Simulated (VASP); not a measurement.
Runs of VASP 6.6.1 on SnTe2. The structure is that of space group P4_2/mnm (No. 136), or close to it. The cells are those of the table. 

```tsv
task	cell	k mesh	cutoff (eV)	gap on the mesh (eV)	pressure (GPa)	relaxed volume (Å³/atom)	largest force (eV/Å)
single point	a = 7.061, b = 7.061, c = 4.423 Å, 6 atoms	6 × 6 × 8	520	none	0.0	-	-
single point	a = 7.073, b = 7.073, c = 4.409 Å, 6 atoms	4 × 4 × 4	520	none	(b)	-	0.03
relaxation of cell and atoms	relaxed from a = 6.802, b = 6.802, c = 3.877 Å, 6 atoms	4 × 4 × 4	600	none	-0.1	36.92	0.03
relaxation of cell and atoms	relaxed from a = 7.073, b = 7.073, c = 4.409 Å, 6 atoms	6 × 6 × 8	600	none	0.0	36.75	-
single point	a = 6.802, b = 6.802, c = 3.877 Å, 6 atoms	4 × 4 × 4	520	none	13.5	-	(a)
```

Alike in all rows: level PBE; potentials or basis VASP PAW PBE potentials, release 64 (Sn_d, Te); no spin polarisation; smearing gaussian 0.1 eV.

**Question.** Estimate the missing entries.

**Answer.** (a) 0.84; (b) 0.1.

Caveats: some runs use coarse meshes; spin-orbit coupling is left out, which moves the levels of the heavy elements; the volume moved by over 15 % at a fixed basis, so the end points are rough (some runs).

A k mesh can miss the band edges, and the runs leave out spin-orbit coupling on Sn, Te.

A gap of «none» marks levels without a gap at the run's occupations.
